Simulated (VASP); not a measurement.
# Sb in VASP: single point with PBE

Aim: the single point of Sb with PBE.

Everything below comes from runs of VASP 6.6.1. Logs are shortened: lines on timing, memory, paths and dates and some standing lists are left out, and cuts for length are marked.

## Step 1: The cell of the first run

The cell holds a slab with vacuum, 4 atoms: a = 3.388 Å, b = 4.792 Å, c = 21.083 Å, α = 90.00°, β = 90.00°, γ = 90.00°.

## Step 2: Single point, PBE

Contents of POSCAR:

```
Sb
1.0
    3.3884663829      0.0000000000      0.0000000000
    0.0000000000      4.7920151143      0.0000000000
    0.0000000000      0.0000000000     21.0827000000
Sb
4
Direct
    0.2500000000      0.2500000000      0.3794580492
    0.7500000000      0.7500000000      0.4598193494
    0.2500000000      0.2500000000      0.5401806501
    0.7500000000      0.7500000000      0.6205419508
```

Contents of INCAR.step1:

```
PREC = Accurate ; ENCUT = 520
EDIFF = 1E-6 ; ISMEAR = -1
SIGMA = 0.08 ; LREAL = False
LASPH = True ; NELM = 100
ALGO = Normal ; ISIF = 2
LWAVE = False ; LCHARG = True
LDIPOL = True ; IDIPOL = 3
DIPOL = 0.5 0.5 0.500 ; GGA = PE
NBANDS = 18
```

Contents of KPOINTS.step1:

```
regular mesh
0
Gamma
  10 7 1
```

Contents of INCAR.step2:

```
PREC = Accurate ; ENCUT = 520
EDIFF = 1E-6 ; ISMEAR = -5
SIGMA = 0.08 ; LREAL = False
LASPH = True ; NELM = 100
ALGO = Normal ; ISIF = 2
LWAVE = False ; LCHARG = False
LDIPOL = True ; IDIPOL = 3
DIPOL = 0.5 0.5 0.500 ; GGA = PE
LORBIT = 11 ; NBANDS = 18
NEDOS = 1001 ; ICHARG = 11
```

Contents of KPOINTS.step2:

```
regular mesh
0
Gamma
  15 11 1
```

Potentials or basis: VASP PAW PBE potentials, release 64 (Sb).

The run is started by

```
$ cat potpaw_PBE.64/Sb/POTCAR > POTCAR
$ cp INCAR.step1 INCAR
$ cp KPOINTS.step1 KPOINTS
$ mpirun -np 1 vasp_std > vasp.out
$ cp INCAR.step2 INCAR
$ cp KPOINTS.step2 KPOINTS
$ mpirun -np 1 vasp_std > vasp.out
```

OUTCAR:

```text
PREC = Accurate
   ENCUT = 520
   EDIFF = 1E-6
   ISMEAR = -5
   LREAL = False
   LASPH = True
   NELM = 100
   ISIF = 2
   GGA = PE
   LORBIT = 11
   ICHARG = 11

 ion  position               nearest neighbor table
   1  0.250  0.250  0.379-   3 3.39   2 3.39   2 3.39   2 3.39   2 3.39
   2  0.750  0.750  0.460-   1 3.39   1 3.39   1 3.39   1 3.39   3 3.39   3 3.39   3 3.39   3 3.39
                             4 3.39
   3  0.250  0.250  0.540-   1 3.39   2 3.39   2 3.39   2 3.39   2 3.39   4 3.39   4 3.39   4 3.39
                             4 3.39
   4  0.750  0.750  0.621-   3 3.39   3 3.39   3 3.39   3 3.39   2 3.39

  LATTYP: Found a simple orthorhombic cell.
 ALAT       =     3.3884663829
 B/A-ratio  =     1.4142135624
 C/A-ratio  =     6.2219002987

  Lattice vectors:

 A1 = (   3.3884663829,   0.0000000000,   0.0000000000)
 A2 = (   0.0000000000,   4.7920151143,   0.0000000000)
 A3 = (   0.0000000000,   0.0000000000,  21.0827000000)

Analysis of symmetry for initial positions (statically):
=====================================================================
 Subroutine PRICEL returns:
 Original cell was already a primitive cell.

 Routine SETGRP: Setting up the symmetry group for a
 simple orthorhombic supercell.

 Subroutine GETGRP returns: Found  8 space group operations
 (whereof  2 operations were pure point group operations)
 out of a pool of  8 trial point group operations.

The static configuration has the point symmetry S_2 .
 The point group associated with its full space group is D_2h.

Analysis of symmetry for dynamics (positions and initial velocities):
=====================================================================
 Subroutine PRICEL returns:
 Original cell was already a primitive cell.

 Routine SETGRP: Setting up the symmetry group for a
 simple orthorhombic supercell.

 Subroutine GETGRP returns: Found  8 space group operations
 (whereof  2 operations were pure point group operations)
 out of a pool of  8 trial point group operations.

The dynamic configuration has the point symmetry S_2 .
 The point group associated with its full space group is D_2h.

 Subroutine INISYM returns: Found  8 space group operations
 (whereof  2 operations are pure point group operations),
 and found     1 'primitive' translations

----------------------------------------------------------------------------------------

                                     Primitive cell

  volume of cell :     342.3321

  direct lattice vectors                    reciprocal lattice vectors
     3.388466383  0.000000000  0.000000000     0.295118761  0.000000000  0.000000000
     0.000000000  4.792015114  0.000000000     0.000000000  0.208680477  0.000000000
     0.000000000  0.000000000 21.082700000     0.000000000  0.000000000  0.047432255

  length of vectors
     3.388466383  4.792015114 21.082700000     0.295118761  0.208680477  0.047432255

  position of ions in fractional coordinates (direct lattice)
     0.250000000  0.250000000  0.379458049
     0.750000000  0.750000000  0.459819349
     0.250000000  0.250000000  0.540180650
     0.750000000  0.750000000  0.620541951

  ion indices of the primitive-cell ions
   primitive index   ion index
                 1           1
                 2           2
                 3           3
                 4           4

----------------------------------------------------------------------------------------

 KPOINTS: regular mesh

Automatic generation of k-mesh.
 Grid dimensions read from file:
 generate k-points for:   15   11    1

 Generating k-lattice:

  Cartesian coordinates                     Fractional coordinates (reciprocal lattice)
     0.019674584  0.000000000  0.000000000     0.066666667  0.000000000  0.000000000
     0.000000000  0.018970952  0.000000000     0.000000000  0.090909091  0.000000000
     0.000000000  0.000000000  0.047432255     0.000000000  0.000000000  1.000000000

  Length of vectors
     0.019674584  0.018970952  0.047432255

  Shift w.r.t. Gamma in fractional coordinates (k-lattice)
     0.000000000  0.000000000  0.000000000

 TETIRR: Found    457 inequivalent tetrahedra from      990

 Subroutine IBZKPT returns following result:
 ===========================================

 Found     48 irreducible k-points:

 Following reciprocal coordinates:
            Coordinates               Weight
  0.000000  0.000000  0.000000      1.000000
  0.066667  0.000000  0.000000      2.000000
  0.133333  0.000000  0.000000      2.000000
  0.200000  0.000000  0.000000      2.000000
  0.266667  0.000000  0.000000      2.000000
  0.333333  0.000000  0.000000      2.000000
[... 16 lines left out ...]
  0.400000  0.181818  0.000000      4.000000
  0.466667  0.181818  0.000000      4.000000
 [... further k-points ...]
   k-points           NKPTS =     48   k-points in BZ     NKDIM =     48   number of bands    NBANDS=     18
   number of dos      NEDOS =   1001   number of ions     NIONS =      4
   total plane-waves  NPLWV = 161280
   dimension x,y,z NGX =    28 NGY =   36 NGZ =  160
   dimension x,y,z NGXF=    56 NGYF=   72 NGZF=  320
   ions per type =               4
   NGX,Y,Z   is equivalent  to a cutoff of  13.74, 12.49, 12.62 a.u.
   NGXF,Y,Z  is equivalent  to a cutoff of  27.47, 24.98, 25.23 a.u.
 SYSTEM =  unknown system
   PREC   = accura    normal or accurate (medium, high low for compatibility)
   ISTART =      0    job   : 0-new  1-cont  2-samecut
   ICHARG =     11    charge: 1-file 2-atom 10-const
   ISPIN  =      1    spin polarized calculation?
   LNONCOLLINEAR =      F non collinear calculations
   LSORBIT =      F    spin-orbit coupling
   LASPH  =      T    aspherical Exc in radial PAW
   ENCUT  =  520.0 eV  38.22 Ry    6.18 a.u.   6.30  8.91 39.20*2*pi/ulx,y,z
   NELM   =    100;   NELMIN=  2; NELMDL=  0     # of ELM steps
   EDIFF  = 0.1E-05   stopping-criterion for ELM
   LREAL  =      F    real-space projection
   EDIFFG = 0.1E-04   stopping-criterion for IOM
   NSW    =      0    number of steps for IOM
   IBRION =     -1    ionic relax: 0-MD 1-quasi-New 2-CG
   NFREE  =      0    steps in history (QN), initial steepest desc. (CG)
   ISIF   =      2    stress and relaxation
   ISYM   =      2    0-nonsym 1-usesym 2-fastsym
   POTIM  = 0.5000    time-step for ionic-motion
   TEBEG  =    0.0;   TEEND  =   0.0 temperature during run
   PSTRESS=    0.0 pullay stress
   NELECT =      20.0000    total number of electrons
   NUPDOWN=      -1.0000    fix difference up-down
   EMIN   =  10.00;   EMAX   =-10.00  energy-range for DOS
   EFERMI =   0.00;   METHOD = LEGACY
   ISMEAR =    -5;   SIGMA  =   0.08  broadening in eV -4-tet -1-fermi 0-gaus
   EFERMI_NEDOS =   21; number of points for ismear=-14 and -15
   IALGO  =     38    algorithm
   IMIX   =      4    mixing-type and parameters
     AMIX     =   0.40;   BMIX     =  1.00
     AMIX_MAG =   1.60;   BMIX_MAG =  1.00
  volume/ion in A,a.u.               =      85.58       577.54
  Fermi-wavevector in a.u.,A,eV,Ry     =   0.635237  1.200423  5.490301  0.403526
  Thomas-Fermi vector in A             =   1.699502
   LORBIT       =     11    0 simple, 1 ext, 2 COOP (PROOUT), +10 PAW based schemes
   GGA     = PE    functional components
   LHFCALC =     F    Hartree Fock is set to
   AEXX    =    0.0000 exact exchange contribution
   IVDW    =     0    specifies the selected vdW correction
   LEPSILON=     F    determine dielectric tensor
   LRPA    =     F    only Hartree local field effects (RPA)
 non-spin polarized calculation
 Fermi weights with tetrahedron method with Bloechl corrections
  energy-cutoff  :      520.00
  volume of cell :      342.33
 maximum number of plane-waves:      9262
 NGX is ok and might be reduce to    28

 number of electron      19.9999999 magnetization

 dipolmoment           0.000000      0.000000      0.000000 electrons x Angstroem

 Free energy of the ion-electron system (eV)
  ---------------------------------------------------
  ext. energy  EPLUGINS =         0.00000000
  ---------------------------------------------------
  free energy    TOTEN  =       -14.40683888 eV

  energy without entropy =      -14.40683888  energy(sigma->0) =      -14.40683888

 E-fermi :  -0.3145     XC(G=0):  -4.1145

 val. band max:       -0.2870476374   @ k =   0.2667   0.0909   0.0000
 cond. band min:      -0.4208500304   @ k =   0.2667   0.4545   0.0000
 fundamental gap:     -0.1338023931
 Fermi energy:        -0.3144953278

 k-point     1 :       0.0000    0.0000    0.0000
  band No.  band energies     occupation
      1     -12.4768      2.00000
      2     -10.7701      2.00000
      3      -8.8617      2.00000
      4      -7.8985      2.00000
      5      -4.4638      2.00000
      6      -2.8607      2.00000
[... 10 lines left out ...]
     17       3.9804      0.00000
     18       4.5488      0.00000

 k-point     2 :       0.0667    0.0000    0.0000
  band No.  band energies     occupation
      1     -12.4197      2.00000
      2     -10.7152      2.00000
      3      -8.8153      2.00000
      4      -7.8729      2.00000
      5      -4.4022      2.00000
      6      -2.8287      2.00000
[... 10 lines left out ...]
     17       3.6977      0.00000
     18       4.3127      0.00000
[... 442 lines left out ...]
 k-point    24 :       0.4667    0.1818    0.0000
  band No.  band energies     occupation
      1      -9.6706      2.00000
      2      -9.0350      2.00000
      3      -8.3067      2.00000
      4      -7.9443      2.00000
      5      -4.2507      2.00000
      6      -4.0365      2.00000
[... 10 lines left out ...]
     17       4.6330      0.00000
     18       4.6429      0.00000

 [... further k-points ...]

------------------------ aborting loop because EDIFF is reached ----------------------------------------

 vacuum level on the upper side and lower side of the slab       (xc-potential included)        -0.071        -0.071

  FORCE on cell =-STRESS in cart. coord.  units (eV):
  Direction    XX          YY          ZZ          XY          YZ          ZX
  --------------------------------------------------------------------------------------
  -------------------------------------------------------------------------------------
  Total       -4.0024950     -3.3201030     -1.0316143      0.0000000      0.0000000      0.0000000
  in kB      -18.7324157    -15.5386955     -4.8281454      0.0000000      0.0000000      0.0000000
  external PRESSURE =     -13.0330855 kB  Pullay stress =       0.0000000 kB

 VOLUME and BASIS-vectors are now :
 -----------------------------------------------------------------------------
  energy-cutoff  :      520.00
  volume of cell :      342.33
      direct lattice vectors                 reciprocal lattice vectors
     3.388466383  0.000000000  0.000000000     0.295118761  0.000000000  0.000000000
     0.000000000  4.792015114  0.000000000     0.000000000  0.208680477  0.000000000
     0.000000000  0.000000000 21.082700000     0.000000000  0.000000000  0.047432255

 POSITION                                       TOTAL-FORCE (eV/Angst)
 -----------------------------------------------------------------------------------
      0.84712      1.19800      8.00000        -0.000000     -0.000000      0.313004
      2.54135      3.59401      9.69423         0.000000     -0.000000     -0.417891
      0.84712      1.19800     11.38847         0.000000      0.000000      0.417891
      2.54135      3.59401     13.08270         0.000000      0.000000     -0.313004
 -----------------------------------------------------------------------------------
    total drift:                               -0.000000     -0.000000      0.000002

  FREE ENERGIE OF THE ION-ELECTRON SYSTEM (eV)
  ---------------------------------------------------
  free  energy   TOTEN  =       -14.4068388806 eV

  energy  without entropy=      -14.4068388806  energy(sigma->0) =      -14.40683888

 vacuum level on the upper side and lower side of the slab         4.012         4.012

 total charge

# of ion       s       p       d       tot
------------------------------------------
    1        1.241   1.041   0.019   2.301
    2        1.270   0.999   0.036   2.305
    3        1.270   0.999   0.036   2.305
    4        1.241   1.041   0.019   2.301
--------------------------------------------------
tot          5.022   4.080   0.110   9.212
```

It took 2.6 min on 1 thread of Intel Xeon 6975P-C (Granite Rapids), shared host; peak memory 0.5 GiB.

What came out:

| Property | Result |
| --- | --- |
| Valence electrons inside the program's atomic spheres | Sb 2.30, 2.31 (each value once) |

Levels at points of the mesh, in eV from the Fermi level:
```tsv
k point	band 7	band 8	band 9	band 10	band 11	band 12	band 13	band 14
(0.00, 0.00, 0.00)	-2.21	-1.95	-0.56	0.42	0.95	1.48	2.58	3.32
```

Caveat: spin-orbit coupling is left out, which moves the levels of the heavy elements; tetrahedron occupations give inexact forces and stress in metals.
